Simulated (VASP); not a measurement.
# V (I4/mmm) in VASP: further runs, part 2 of 2

VASP 6.6.1.

**4. Single point, PBE (biaxial strain in the a-b plane: +2.0 %)**

Contents of INCAR:

```
SYSTEM = V
PREC = Accurate
ENCUT = 520
EDIFF = 1E-6
ISMEAR = 0
SIGMA = 0.1
LREAL = .False.
LASPH = .True.
NELM = 80
ALGO = Fast
ISIF = 2
LWAVE = .False.
LCHARG = .True.
GGA = PE
LELF = .True.
LVHAR = .True.
NBANDS = 20
```

Contents of KPOINTS:

```
regular mesh
0
Gamma
  18 18 18
  0 0 0
```

Contents of POSCAR:

```
V
1.0
    3.0571186520      0.0000000000      0.0000000000
    0.0000000000      3.0571186520      0.0000000000
    0.0000000000      0.0000000000      2.9612090473
V
2
Direct
    0.0000000000      0.0000000000      0.0000000000
    0.5000000000      0.5000000000      0.5000000000
```

Potentials or basis: VASP PAW PBE potentials, release 64 (V_sv).

Launch:

```sh
cat potpaw_PBE.64/V_sv/POTCAR > POTCAR
mpirun -np 1 vasp_std > vasp.out
```

OUTCAR:

```text
SYSTEM = V
   PREC = Accurate
   ENCUT = 520
   EDIFF = 1E-6
   ISMEAR = 0
   LREAL = .False.
   LASPH = .True.
   NELM = 80
   ISIF = 2
   GGA = PE

 ion  position               nearest neighbor table
   1  0.000  0.000  0.000-   2 2.62   2 2.62   2 2.62   2 2.62   2 2.62   2 2.62   2 2.62   2 2.62

   2  0.500  0.500  0.500-   1 2.62   1 2.62   1 2.62   1 2.62   1 2.62   1 2.62   1 2.62   1 2.62

  LATTYP: Found a simple tetragonal cell.
 ALAT       =     3.0571186520
 C/A-ratio  =     0.9686274510

  Lattice vectors:

 A1 = (   3.0571186520,   0.0000000000,   0.0000000000)
 A2 = (   0.0000000000,   3.0571186520,   0.0000000000)
 A3 = (   0.0000000000,   0.0000000000,   2.9612090473)

Analysis of symmetry for initial positions (statically):
=====================================================================
 Subroutine PRICEL returns following result:

  LATTYP: Found a body centered tetragonal cell.
 ALAT       =     3.0571186520
 C/A-ratio  =     0.9686274510

  Lattice vectors:

 A1 = (  -1.5285593260,  -1.5285593260,  -1.4806045237)
 A2 = (   1.5285593260,   1.5285593260,  -1.4806045236)
 A3 = (   1.5285593260,  -1.5285593260,   1.4806045237)

   2 primitive cells build up your supercell.

 Routine SETGRP: Setting up the symmetry group for a
 simple tetragonal supercell.

 Subroutine GETGRP returns: Found 16 space group operations
 (whereof 16 operations were pure point group operations)
 out of a pool of 16 trial point group operations.

The static configuration has the point symmetry D_4h.

Analysis of symmetry for dynamics (positions and initial velocities):
=====================================================================
 Subroutine PRICEL returns following result:

  LATTYP: Found a body centered tetragonal cell.
 ALAT       =     3.0571186520
 C/A-ratio  =     0.9686274510

  Lattice vectors:

 A1 = (  -1.5285593260,  -1.5285593260,  -1.4806045237)
 A2 = (   1.5285593260,   1.5285593260,  -1.4806045236)
 A3 = (   1.5285593260,  -1.5285593260,   1.4806045237)

   2 primitive cells build up your supercell.

 Routine SETGRP: Setting up the symmetry group for a
 simple tetragonal supercell.

 Subroutine GETGRP returns: Found 16 space group operations
 (whereof 16 operations were pure point group operations)
 out of a pool of 16 trial point group operations.

The dynamic configuration has the point symmetry D_4h.

 Subroutine INISYM returns: Found 16 space group operations
 (whereof 16 operations are pure point group operations),
 and found     2 'primitive' translations

----------------------------------------------------------------------------------------

                                     Primitive cell

  volume of cell :      13.8377

  direct lattice vectors                    reciprocal lattice vectors
    -1.528559326 -1.528559326 -1.480604524     0.000000000 -0.327105394 -0.337699900
     1.528559326  1.528559326 -1.480604524     0.327105394  0.000000000 -0.337699900
     1.528559326 -1.528559326  1.480604524     0.327105394 -0.327105394  0.000000000

  length of vectors
[... 26 lines left out ...]

  Shift w.r.t. Gamma in fractional coordinates (k-lattice)
     0.000000000  0.000000000  0.000000000

 Subroutine IBZKPT returns following result:
 ===========================================

 Found    550 irreducible k-points:

 Following reciprocal coordinates:
            Coordinates               Weight
  0.000000  0.000000  0.000000      1.000000
  0.055556  0.000000  0.000000      4.000000
  0.111111  0.000000  0.000000      4.000000
  0.166667  0.000000  0.000000      4.000000
  0.222222  0.000000  0.000000      4.000000
  0.277778  0.000000  0.000000      4.000000
[... 16 lines left out ...]
  0.277778  0.111111  0.000000      8.000000
  0.333333  0.111111  0.000000      8.000000
 [... further k-points ...]
   k-points           NKPTS =    550   k-points in BZ     NKDIM =    550   number of bands    NBANDS=     20
   number of dos      NEDOS =    301   number of ions     NIONS =      2
   total plane-waves  NPLWV =  13824
   dimension x,y,z NGX =    24 NGY =   24 NGZ =   24
   dimension x,y,z NGXF=    48 NGYF=   48 NGZF=   48
   ions per type =               2
   NGX,Y,Z   is equivalent  to a cutoff of  13.05, 13.05, 13.47 a.u.
   NGXF,Y,Z  is equivalent  to a cutoff of  26.10, 26.10, 26.95 a.u.
 SYSTEM =  V
   PREC   = accura    normal or accurate (medium, high low for compatibility)
   ISTART =      0    job   : 0-new  1-cont  2-samecut
   ICHARG =      2    charge: 1-file 2-atom 10-const
   ISPIN  =      1    spin polarized calculation?
   LNONCOLLINEAR =      F non collinear calculations
   LSORBIT =      F    spin-orbit coupling
   LASPH  =      T    aspherical Exc in radial PAW
   ENCUT  =  520.0 eV  38.22 Ry    6.18 a.u.   5.68  5.68  5.51*2*pi/ulx,y,z
   NELM   =     80;   NELMIN=  2; NELMDL= -5     # of ELM steps
   EDIFF  = 0.1E-05   stopping-criterion for ELM
   LREAL  =      F    real-space projection
   EDIFFG = 0.1E-04   stopping-criterion for IOM
   NSW    =      0    number of steps for IOM
   IBRION =     -1    ionic relax: 0-MD 1-quasi-New 2-CG
   NFREE  =      0    steps in history (QN), initial steepest desc. (CG)
   ISIF   =      2    stress and relaxation
   ISYM   =      2    0-nonsym 1-usesym 2-fastsym
   POTIM  = 0.5000    time-step for ionic-motion
   TEBEG  =    0.0;   TEEND  =   0.0 temperature during run
   PSTRESS=    0.0 pullay stress
   NELECT =      26.0000    total number of electrons
   NUPDOWN=      -1.0000    fix difference up-down
   EMIN   =  10.00;   EMAX   =-10.00  energy-range for DOS
   EFERMI =   0.00;   METHOD = LEGACY
   ISMEAR =     0;   SIGMA  =   0.10  broadening in eV -4-tet -1-fermi 0-gaus
   EFERMI_NEDOS =   21; number of points for ismear=-14 and -15
   IALGO  =     68    algorithm
   IMIX   =      4    mixing-type and parameters
     AMIX     =   0.40;   BMIX     =  1.00
     AMIX_MAG =   1.60;   BMIX_MAG =  1.00
  volume/ion in A,a.u.               =      13.84        93.38
  Fermi-wavevector in a.u.,A,eV,Ry     =   1.603374  3.029937 34.977951  2.570807
  Thomas-Fermi vector in A             =   2.700047
   LORBIT       =      0    0 simple, 1 ext, 2 COOP (PROOUT), +10 PAW based schemes
   GGA     = PE    functional components
   LHFCALC =     F    Hartree Fock is set to
   AEXX    =    0.0000 exact exchange contribution
   IVDW    =     0    specifies the selected vdW correction
   LEPSILON=     F    determine dielectric tensor
   LRPA    =     F    only Hartree local field effects (RPA)
 non-spin polarized calculation
 RMM-DIIS sequential band-by-band and
 Gauss-broadening in eV      SIGMA  =   0.10
  energy-cutoff  :      520.00
  volume of cell :       27.68
 maximum number of plane-waves:       763
 NGX is ok and might be reduce to    24
   NGX = 11   NGY = 11   NGZ = 11

 number of electron      26.0000000 magnetization

 Free energy of the ion-electron system (eV)
  ---------------------------------------------------
  ext. energy  EPLUGINS =         0.00000000
  ---------------------------------------------------
  free energy    TOTEN  =       -17.97532760 eV

  energy without entropy =      -17.95645159  energy(sigma->0) =      -17.96588960

 E-fermi :   9.3776     XC(G=0): -12.7593

 val. band max:        9.3773445425   @ k =   0.3333   0.0000   0.2778
 cond. band min:       9.3787739348   @ k =   0.3889   0.2222   0.5000
 fundamental gap:      0.0014293923
 Fermi energy:         9.3775813772

 k-point     1 :       0.0000    0.0000    0.0000
  band No.  band energies     occupation
      1     -54.3788      2.00000
      2     -54.0791      2.00000
      3     -28.3028      2.00000
      4     -28.3028      2.00000
      5     -28.2518      2.00000
      6     -27.7212      2.00000
[... 541 lines left out ...]
     19      12.5257      0.00000
     20      14.5644      0.00000

 [... further k-points ...]

------------------------ aborting loop because EDIFF is reached ----------------------------------------

  FORCE on cell =-STRESS in cart. coord.  units (eV):
  Direction    XX          YY          ZZ          XY          YZ          ZX
  --------------------------------------------------------------------------------------
  -------------------------------------------------------------------------------------
  Total       -0.9879019     -0.9879019     -0.3405539      0.0000000      0.0000000     -0.0000000
  in kB      -57.1914034    -57.1914034    -19.7152719      0.0000000      0.0000000     -0.0000000
  external PRESSURE =     -44.6993596 kB  Pullay stress =       0.0000000 kB

 VOLUME and BASIS-vectors are now :
 -----------------------------------------------------------------------------
  energy-cutoff  :      520.00
  volume of cell :       27.68
      direct lattice vectors                 reciprocal lattice vectors
     3.057118652  0.000000000  0.000000000     0.327105394  0.000000000  0.000000000
     0.000000000  3.057118652  0.000000000     0.000000000  0.327105394  0.000000000
     0.000000000  0.000000000  2.961209047     0.000000000  0.000000000  0.337699900

 POSITION                                       TOTAL-FORCE (eV/Angst)
 -----------------------------------------------------------------------------------
      0.00000      0.00000      0.00000        -0.000000     -0.000000      0.000000
      1.52856      1.52856      1.48060         0.000000      0.000000     -0.000000
 -----------------------------------------------------------------------------------
    total drift:                                0.000000      0.000000     -0.000000

  FREE ENERGIE OF THE ION-ELECTRON SYSTEM (eV)
  ---------------------------------------------------
  free  energy   TOTEN  =       -17.9753276015 eV

  energy  without entropy=      -17.9564515915  energy(sigma->0) =      -17.96588960
```

OSZICAR:

```text
N       E                     dE             d eps       ncg     rms          rms(c)
DAV:   1     0.294620762006E+03    0.29462E+03   -0.15130E+04 22024   0.151E+03
DAV:   2    -0.122198536854E+02   -0.30684E+03   -0.30089E+03 22732   0.479E+02
DAV:   3    -0.207687361785E+02   -0.85489E+01   -0.82983E+01 23820   0.931E+01
DAV:   4    -0.208599544323E+02   -0.91218E-01   -0.90853E-01 22420   0.966E+00
DAV:   5    -0.208610260621E+02   -0.10716E-02   -0.10716E-02 23200   0.109E+00    0.250E+01
RMM:   6    -0.179612011788E+02    0.28998E+01   -0.11189E+01 22017   0.311E+01    0.199E+00
RMM:   7    -0.179891549633E+02   -0.27954E-01   -0.78189E-01 22876   0.494E+00    0.126E+00
RMM:   8    -0.179769788640E+02    0.12176E-01   -0.38662E-02 23066   0.215E+00    0.587E-01
RMM:   9    -0.179753170784E+02    0.16618E-02   -0.69289E-03 23799   0.961E-01    0.183E-01
RMM:  10    -0.179755599362E+02   -0.24286E-03   -0.46476E-03 23105   0.571E-01    0.188E-01
RMM:  11    -0.179753237953E+02    0.23614E-03   -0.12747E-03 22265   0.407E-01    0.228E-02
RMM:  12    -0.179753270000E+02   -0.32047E-05   -0.75972E-05 25026   0.101E-01    0.475E-03
RMM:  13    -0.179753276015E+02   -0.60147E-06   -0.73255E-06 19895   0.348E-02
   1 F= -.17975328E+02 E0= -.17965890E+02  d E =-.188760E-01
```

Wall time 3.1 min (1 thread of Intel Xeon Platinum 8259CL at 2.50GHz (Skylake/Cascade Lake), shared host); peak memory 0.33 GiB.

What came out:

```yaml
Free_energy: -17.9753 eV
Pressure: -4.5 GPa
Band_gap_on_the_k_mesh: zero (bands 13 and 14 overlap by 2.64 eV)
```

Levels at points of the mesh, in eV from the Fermi level:
```tsv
k point	band 10	band 11	band 12	band 13	band 14	band 15	band 16	band 17
(0.00, 0.00, 0.00)	-2.92	-2.83	0.24	0.49	0.49	2.19	2.48	3.57
(0.50, 0.00, 0.00)	-2.95	-0.55	-0.55	0.77	0.77	0.97	0.97	1.94
(0.50, 0.50, 0.00)	-3.07	-0.88	-0.88	1.38	1.38	2.15	2.15	2.61
(0.00, 0.00, 0.50)	-2.77	-0.45	-0.45	0.72	0.72	0.72	0.72	1.84
(0.50, 0.00, 0.50)	-3.09	-1.18	-1.18	1.64	1.64	2.38	2.38	2.78
(0.50, 0.50, 0.50)	-1.14	-1.14	-1.14	-1.00	-1.00	2.68	2.68	2.81
```

Caveat: the cell differs from its parent crystal (biaxial strain in the a-b plane: +2.0 %); the cell stands under tension.

**5. Single point, PBE (biaxial strain in the a-b plane: +4.0 %)**

Contents of INCAR:

```
PREC = Accurate ; ENCUT = 520
EDIFF = 1E-7 ; ISMEAR = 0
SIGMA = 0.1 ; LREAL = False
LASPH = True ; NELM = 60
ALGO = Fast ; ISIF = 2
LWAVE = False ; LCHARG = True
GGA = PE ; LELF = True
LVHAR = True ; NBANDS = 20
```

Contents of KPOINTS:

```
regular mesh
0
Gamma
  18 18 18
```

Contents of POSCAR:

```
V
1.0
    3.1170621550      0.0000000000      0.0000000000
    0.0000000000      3.1170621550      0.0000000000
    0.0000000000      0.0000000000      2.9252429455
V
2
Direct
    0.0000000000      0.0000000000      0.0000000000
    0.5000000000      0.5000000000      0.5000000000
```

Launch:

```sh
cat potpaw_PBE.64/V_sv/POTCAR > POTCAR
mpirun -np 1 vasp_std > vasp.out
```

It took 3.2 min on 1 thread of Intel Xeon Platinum 8259CL at 2.50GHz (Skylake/Cascade Lake), shared host; peak memory 0.34 GiB.

It converged, with:

```
Free energy            : -17.9268 eV
Pressure               : -8.5 GPa
Band gap on the k mesh : zero (bands 13 and 14 overlap by 2.61 eV)
```

Stress tensor (GPa, compression positive):
```
-10.44   0.00   0.00
  0.00 -10.44   0.00
  0.00   0.00  -4.48
```

Levels at points of the mesh, in eV from the Fermi level:
```
           k point  band 10  band 11  band 12  band 13  band 14  band 15  band 16  band 17
(0.00, 0.00, 0.00)    -2.84    -2.68     0.08     0.57     0.57     1.95     2.52     3.42
(0.50, 0.00, 0.00)    -3.00    -0.56    -0.56     0.69     0.69     1.09     1.09     1.91
(0.50, 0.50, 0.00)    -2.99    -0.64    -0.64     1.13     1.13     1.88     1.88     2.44
(0.00, 0.00, 0.50)    -2.64    -0.35    -0.35     0.59     0.59     0.59     0.59     1.72
(0.50, 0.00, 0.50)    -3.01    -1.22    -1.22     1.64     1.64     2.27     2.27     2.82
(0.50, 0.50, 0.50)    -1.17    -1.17    -1.17    -0.90    -0.90     2.53     2.53     2.76
```

Caveat: the cell differs from its parent crystal (biaxial strain in the a-b plane: +4.0 %); the stress differs along the axes, from -10 to -4 GPa.

**6. The runs side by side**

| cell | further INCAR settings | gap on the mesh (eV) | pressure (GPa) |
| --- | --- | --- | --- |
| a = 2.937, b = 2.937, c = 3.060 Å, 2 atoms | ALGO = Fast; EDIFF = 1e-06; NBANDS = 20 | none | 4.1 |
| a = 3.057, b = 3.057, c = 2.934 Å, 2 atoms | ALGO = Fast; EDIFF = 1e-06; NBANDS = 20 | none | -2.9 |
| a = 3.057, b = 3.057, c = 2.961 Å, 2 atoms | ALGO = Fast; EDIFF = 1e-06; NBANDS = 20 | none | -4.5 |
| a = 3.117, b = 3.117, c = 2.925 Å, 2 atoms | ALGO = Fast; EDIFF = 1e-07; NBANDS = 20 | none | -8.5 |

Alike in all rows: task single point; level PBE; potentials or basis VASP PAW PBE potentials, release 64 (V_sv); no spin polarisation; k mesh 18 × 18 × 18; cutoff (eV) 520; smearing gaussian 0.1 eV.

Caveats: the stress differs along the axes, from 0 to 6 GPa (at least some runs); the cell stands under tension (at least some runs); the stress differs along the axes, from -10 to -4 GPa (at least some runs).

Total energies depend on the potentials used, so only differences within one code and one set of settings carry meaning.
